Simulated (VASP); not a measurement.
Write the native input for VASP 6.6.1 that does the following.

* Task: single point
* Functional: PBE
* Potentials or basis: VASP PAW PBE potentials, release 64 (Be, Cd, Te)
* Cutoff: 600 eV
* k mesh: 2 × 2 × 2
* Occupations: gaussian, width 0.1 eV
* Spin: no spin polarisation
* Dipole correction: no
* Further INCAR settings: ALGO = Normal; EDIFF = 1e-06; NBANDS = 76

The structure of BeCd3Te4 lies in POSCAR:

```
BeCd3Te4
1.0
    0.0000390158      0.0005727313     -7.3844741786
    0.0023518242     -7.7614445488      0.0005668282
   -9.0041480109      0.0024690939      0.0010984847
Be Cd Te
2 6 8
Direct
    0.5044338967      0.8279865461      0.4999178057
    0.0041739084      0.1718936306      0.0001809718
    0.9980776966      0.6713247971      0.2475472724
    0.9978495673      0.6713476469      0.7515188665
    0.5011482360      0.8477817174     -0.0000956417
    0.4982505125      0.3284777174      0.7480365087
    0.4977799215      0.3288068210      0.2523821049
    0.0014917918      0.1523370438      0.5004697967
    0.1142585940      0.8724514610     -0.0003363692
    0.1695403052      0.8216887742      0.4997100687
    0.6122136955      0.6800560731      0.7277670475
    0.6123423686      0.6801678269      0.2719141371
    0.6144647892      0.1274765169      0.5000129360
    0.6693463302      0.1783359628      0.0002520534
    0.1121621776      0.3198551226      0.2281950902
    0.1124662090      0.3200123424      0.7725273513
```

The input as run:

INCAR

```
SYSTEM = BeCd3Te4
PREC     = Accurate       ! precision mode
ENCUT    = 600            ! plane-wave cutoff, eV
EDIFF    = 1E-6           ! SCF threshold, eV
ISMEAR   = 0              ! smearing method
SIGMA    = 0.1            ! smearing width, eV
LREAL    = .FALSE.        ! projectors in reciprocal space
LASPH    = .TRUE.         ! aspherical terms in the spheres
NELM     = 120            ! most SCF steps
ALGO     = Normal         ! electronic algorithm
ISIF     = 2              ! what is computed and relaxed
LWAVE    = .FALSE.        ! write WAVECAR
LCHARG   = .FALSE.        ! write CHGCAR
GGA      = PE             ! functional
NBANDS   = 76             ! bands
GGA_COMPAT= .FALSE.
```

KPOINTS

```
regular mesh
0
G
  2 2 2
  0 0 0
```

Potentials or basis: VASP PAW PBE potentials, release 64 (Be, Cd, Te).

Launch:

```console
$ cat potpaw_PBE.64/Be/POTCAR potpaw_PBE.64/Cd/POTCAR potpaw_PBE.64/Te/POTCAR > POTCAR
$ mpirun -np 1 vasp_std > vasp.out
```

It gave:

```
Pressure               : 0.1 GPa
Largest force          : 0.009 eV/Å
Band gap on the k mesh : 1.09 eV
```

Caveat: the k points lie up to 0.43 Å⁻¹ apart; spin-orbit coupling is left out, which moves the levels of the heavy elements.

Run time: 16 min on 1 thread of Intel Xeon 8259CL, on a shared host, peak memory 0.75 GiB.
